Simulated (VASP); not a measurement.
# RuC5 (P6/mmm) in VASP: single point with PBE

Aim: the single point of RuC5 with PBE.

All numbers are computed with VASP 6.6.1; they aren't measurements. Logs are shortened: lines on timing, memory, paths and dates and some standing lists are left out, and cuts for length are marked.

### Step 1. The cell of the first run

The structure is hexagonal, space group P6/mmm (No. 191). Conventional cell: a = 4.808 Å, b = 4.808 Å, c = 2.773 Å, α = 90.00°, β = 90.00°, γ = 120.00°. Within 3.2 Å of Ru (site symmetry 6/mmm) lie 12 C at 2.40 to 2.78 Å and 2 Ru at 2.77 Å. Within 1.9 Å of C (site symmetry mmm) lie 2 C at 1.39 Å. Within 1.9 Å of C (site symmetry -6m2) lie 3 C at 1.39 Å.

The cell was generated, and may not be a known phase.

### Step 2. Single point, PBE

File INCAR:

```
PREC = Accurate
ENCUT = 700
EDIFF = 1E-6
ISMEAR = 0
SIGMA = 0.1
LREAL = False
LASPH = True
NELM = 120
ALGO = Normal
ISIF = 2
LWAVE = False
LCHARG = False
GGA = PE
NBANDS = 27
GGA_COMPAT = False
```

File KPOINTS:

```
regular mesh
0
Gamma
  6 6 4
```

File POSCAR:

```
RuC5
1.0
    4.8075565036      0.0000000000      0.0000000000
   -2.4037782518      4.1634660623      0.0000000000
    0.0000000000      0.0000000000      2.7728094261
Ru C
1 5
Direct
    0.0000000000      0.0000000000      0.0000000000
    0.5000000000      0.0000000000      0.0000000000
    0.0000000000      0.5000000000      0.0000000000
    0.5000000000      0.5000000000      0.0000000000
    0.3333333333      0.6666666667      0.0000000000
    0.6666666667      0.3333333333      0.0000000000
```

Potentials or basis: VASP PAW PBE potentials, release 64 (Ru_sv, C).

Started as:

```sh
$ cat potpaw_PBE.64/Ru_sv/POTCAR potpaw_PBE.64/C/POTCAR > POTCAR
$ mpirun -np 1 vasp_std > vasp.out
```

OUTCAR:

```text
PREC = Accurate
   ENCUT = 700
   EDIFF = 1E-6
   ISMEAR = 0
   LREAL = False
   LASPH = True
   NELM = 120
   ISIF = 2
   GGA = PE

 ion  position               nearest neighbor table
   1  0.000  0.000  0.000-   2 2.40   2 2.40   4 2.40   3 2.40   3 2.40   4 2.40
   2  0.500  0.000  0.000-   5 1.39   6 1.39   1 2.40   1 2.40
   3  0.000  0.500  0.000-   5 1.39   6 1.39   1 2.40   1 2.40
   4  0.500  0.500  0.000-   5 1.39   6 1.39   1 2.40   1 2.40
   5  0.333  0.667  0.000-   3 1.39   2 1.39   4 1.39
   6  0.667  0.333  0.000-   3 1.39   2 1.39   4 1.39

  LATTYP: Found a hexagonal cell.
 ALAT       =     4.8075565036
 C/A-ratio  =     0.5767606525

  Lattice vectors:

 A1 = (   4.8075565036,   0.0000000000,   0.0000000000)
 A2 = (  -2.4037782518,   4.1634660623,   0.0000000000)
 A3 = (   0.0000000000,   0.0000000000,   2.7728094261)

Analysis of symmetry for initial positions (statically):
=====================================================================
 Subroutine PRICEL returns:
 Original cell was already a primitive cell.

 Routine SETGRP: Setting up the symmetry group for a
 hexagonal supercell.

 Subroutine GETGRP returns: Found 24 space group operations
 (whereof 24 operations were pure point group operations)
 out of a pool of 24 trial point group operations.

The static configuration has the point symmetry D_6h.

Analysis of symmetry for dynamics (positions and initial velocities):
=====================================================================
 Subroutine PRICEL returns:
 Original cell was already a primitive cell.

 Routine SETGRP: Setting up the symmetry group for a
 hexagonal supercell.

 Subroutine GETGRP returns: Found 24 space group operations
 (whereof 24 operations were pure point group operations)
 out of a pool of 24 trial point group operations.

The dynamic configuration has the point symmetry D_6h.

 Subroutine INISYM returns: Found 24 space group operations
 (whereof 24 operations are pure point group operations),
 and found     1 'primitive' translations

----------------------------------------------------------------------------------------

                                     Primitive cell

  volume of cell :      55.5008

  direct lattice vectors                    reciprocal lattice vectors
     4.807556504  0.000000000  0.000000000     0.208005876  0.120092248  0.000000000
    -2.403778252  4.163466062  0.000000000     0.000000000  0.240184497  0.000000000
[... 92 lines left out ...]
   NSW    =      0    number of steps for IOM
   IBRION =     -1    ionic relax: 0-MD 1-quasi-New 2-CG
   NFREE  =      0    steps in history (QN), initial steepest desc. (CG)
   ISIF   =      2    stress and relaxation
   ISYM   =      2    0-nonsym 1-usesym 2-fastsym
   POTIM  = 0.5000    time-step for ionic-motion
   TEBEG  =    0.0;   TEEND  =   0.0 temperature during run
   PSTRESS=    0.0 pullay stress
   NELECT =      36.0000    total number of electrons
   NUPDOWN=      -1.0000    fix difference up-down
   EMIN   =  10.00;   EMAX   =-10.00  energy-range for DOS
   EFERMI =   0.00;   METHOD = LEGACY
   ISMEAR =     0;   SIGMA  =   0.10  broadening in eV -4-tet -1-fermi 0-gaus
   EFERMI_NEDOS =   21; number of points for ismear=-14 and -15
   IALGO  =     38    algorithm
   IMIX   =      4    mixing-type and parameters
     AMIX     =   0.40;   BMIX     =  1.00
     AMIX_MAG =   1.60;   BMIX_MAG =  1.00
  volume/ion in A,a.u.               =       9.25        62.42
  Fermi-wavevector in a.u.,A,eV,Ry     =   1.417128  2.677984 27.323937  2.008253
  Thomas-Fermi vector in A             =   2.538391
   LORBIT       =      0    0 simple, 1 ext, 2 COOP (PROOUT), +10 PAW based schemes
   GGA     = PE    functional components
   LHFCALC =     F    Hartree Fock is set to
   AEXX    =    0.0000 exact exchange contribution
   IVDW    =     0    specifies the selected vdW correction
   LEPSILON=     F    determine dielectric tensor
   LRPA    =     F    only Hartree local field effects (RPA)
 non-spin polarized calculation
 Gauss-broadening in eV      SIGMA  =   0.10
  energy-cutoff  :      700.00
  volume of cell :       55.50
 maximum number of plane-waves:      2346
 NGX is ok and might be reduce to    42
   NGX = 21   NGY = 21   NGZ = 11

 number of electron      35.9999997 magnetization

 Free energy of the ion-electron system (eV)
  ---------------------------------------------------
  ext. energy  EPLUGINS =         0.00000000
  ---------------------------------------------------
  free energy    TOTEN  =       -46.47979216 eV

  energy without entropy =      -46.46124398  energy(sigma->0) =      -46.47051807

 E-fermi :   7.5606     XC(G=0): -11.8879

 val. band max:        7.5428950426   @ k =   0.5000   0.0000   0.2500
 cond. band min:       7.5738217526   @ k =   0.3333   0.0000   0.2500
 fundamental gap:      0.0309267100
 Fermi energy:         7.5606127707

 k-point     1 :       0.0000    0.0000    0.0000
  band No.  band energies     occupation
      1     -64.8386      2.00000
      2     -34.9082      2.00000
      3     -34.9082      2.00000
      4     -34.5022      2.00000
      5     -11.1497      2.00000
      6      -7.7234      2.00000
[... 619 lines left out ...]
     26      16.5849      0.00000
     27      17.7184      0.00000

------------------------ aborting loop because EDIFF is reached ----------------------------------------

  FORCE on cell =-STRESS in cart. coord.  units (eV):
  Direction    XX          YY          ZZ          XY          YZ          ZX
  --------------------------------------------------------------------------------------
  -------------------------------------------------------------------------------------
  Total       -0.1270678     -0.1270678     -0.1175146      0.0000000     -0.0000000     -0.0000000
  in kB       -3.6681452     -3.6681452     -3.3923667      0.0000000     -0.0000000     -0.0000000
  external PRESSURE =      -3.5762190 kB  Pullay stress =       0.0000000 kB

 VOLUME and BASIS-vectors are now :
 -----------------------------------------------------------------------------
  energy-cutoff  :      700.00
  volume of cell :       55.50
      direct lattice vectors                 reciprocal lattice vectors
     4.807556504  0.000000000  0.000000000     0.208005876  0.120092248  0.000000000
    -2.403778252  4.163466062  0.000000000     0.000000000  0.240184497  0.000000000
     0.000000000  0.000000000  2.772809426     0.000000000  0.000000000  0.360645052

 POSITION                                       TOTAL-FORCE (eV/Angst)
 -----------------------------------------------------------------------------------
      0.00000      0.00000      0.00000         0.000000     -0.000000     -0.000000
      2.40378      0.00000      0.00000         0.000000     -0.000000     -0.000000
     -1.20189      2.08173      0.00000         0.000000     -0.000000     -0.000000
      1.20189      2.08173      0.00000         0.000000     -0.000000     -0.000000
     -0.00000      2.77564      0.00000         0.000000     -0.000000      0.000000
      2.40378      1.38782      0.00000        -0.000000      0.000000     -0.000000
 -----------------------------------------------------------------------------------
    total drift:                               -0.000000      0.000000     -0.000000

  FREE ENERGIE OF THE ION-ELECTRON SYSTEM (eV)
  ---------------------------------------------------
  free  energy   TOTEN  =       -46.4797921561 eV

  energy  without entropy=      -46.4612439834  energy(sigma->0) =      -46.47051807
```

OSZICAR:

```text
N       E                     dE             d eps       ncg     rms          rms(c)
DAV:   1     0.298218215238E+03    0.29822E+03   -0.22894E+04  1134   0.167E+03
DAV:   2    -0.383789687928E+02   -0.33660E+03   -0.32551E+03  1385   0.419E+02
DAV:   3    -0.530760350238E+02   -0.14697E+02   -0.14337E+02  1390   0.819E+01
DAV:   4    -0.533082111346E+02   -0.23218E+00   -0.23085E+00  1363   0.107E+01
DAV:   5    -0.533118599323E+02   -0.36488E-02   -0.36474E-02  1337   0.135E+00    0.212E+01
DAV:   6    -0.635978028611E+02   -0.10286E+02   -0.12859E+02  1324   0.470E+01    0.265E+01
DAV:   7    -0.470322950067E+02    0.16566E+02   -0.23602E+01  1332   0.416E+01    0.704E+00
DAV:   8    -0.466452235702E+02    0.38707E+00   -0.39930E+00  1330   0.100E+01    0.473E+00
DAV:   9    -0.464830586054E+02    0.16216E+00   -0.30405E-01  1333   0.390E+00    0.988E-01
DAV:  10    -0.464806307680E+02    0.24278E-02   -0.36044E-02  1276   0.118E+00    0.487E-01
DAV:  11    -0.464799447541E+02    0.68601E-03   -0.13590E-03  1337   0.219E-01    0.275E-01
DAV:  12    -0.464798114859E+02    0.13327E-03   -0.40946E-04  1410   0.109E-01    0.912E-02
DAV:  13    -0.464797940983E+02    0.17388E-04   -0.13034E-04  1421   0.683E-02    0.136E-02
DAV:  14    -0.464797925571E+02    0.15412E-05   -0.72178E-06  1270   0.166E-02    0.746E-03
DAV:  15    -0.464797921561E+02    0.40093E-06   -0.47636E-07   693   0.462E-03
   1 F= -.46479792E+02 E0= -.46470518E+02  d E =-.185482E-01
```

Wall time 30 s (1 thread of AMD EPYC 9R45 (Zen 5), shared host); peak memory 0.18 GiB.

What came out:

| Quantity | Value |
| --- | --- |
| Free energy | -46.4798 eV |
| Pressure | -0.4 GPa |
| Band gap on the k mesh | zero (bands 18 and 19 overlap by 0.96 eV) |

Caveat: the k points lie up to 0.57 Å⁻¹ apart, too coarse for converged energies and pressures of a metal.

The gap in the log of VASP goes by the Fermi energy; the results here count the filled bands.